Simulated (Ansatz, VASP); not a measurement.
Hf5TiN6: VASP beside Ansatz

```
CELL_PARAMETERS angstrom
5.41898 0.00000 0.00000
-2.70949 4.69298 0.00000
0.00000 0.00000 5.40778
ATOMIC_POSITIONS crystal
Hf 0.33333 0.66667 0.50000
Hf 0.66667 0.33333 0.50000
Hf 0.00000 0.66903 0.00000
Hf 0.66903 0.00000 0.00000
Hf 0.33097 0.33097 0.00000
Ti 0.00000 0.00000 0.50000
N 0.00000 0.33048 0.74752
N 0.66952 0.66952 0.74752
N 0.33048 0.00000 0.74752
N 0.00000 0.33048 0.25248
N 0.66952 0.66952 0.25248
N 0.33048 0.00000 0.25248
```

Alike in both runs: task single point; functional PBE; k mesh 6 × 6 × 4; occupations gaussian, width 0.1 eV; collinear spin.

|  | VASP | Ansatz |
| --- | --- | --- |
| version | VASP 6.6.1 | Ansatz 0.2.0 |
| potentials or method | VASP PAW PBE potentials, release 64 (Hf_pv, Ti_sv, N), cutoff 520 eV | scalar-relativistic, plane waves, PAW |
| valence electrons in the cell | 92 | 172 |

|  | VASP | Ansatz | Ansatz less VASP |
| --- | --- | --- | --- |
| gap on the k mesh at the Fermi level (eV) | none | none | - |
| pressure (GPa) | -1.8 | 0.1 | +1.89 |
| traceless stress, the component that is largest in VASP (GPa) | 1.03 | 0.95 | -0.086 |
| rms of the force components (eV/Å) | 0.029 | 0.004 | -0.0245 |
| net moment per atom (μB) | 0.00 | 0.00 | 0.000 |

Atom by atom the forces differ by 0.029 eV/Å (rms over components). A gap of «none» marks a metal or a gap that the smearing closes. The functional is the same, so the differences come from potentials, cutoffs and numerics. VASP's potentials hold 92 valence electrons a cell and Ansatz's 172, so a difference there can come from the potentials and not from the codes. Ansatz's warnings: seeded moment not kept.

Spin-orbit coupling is off throughout.
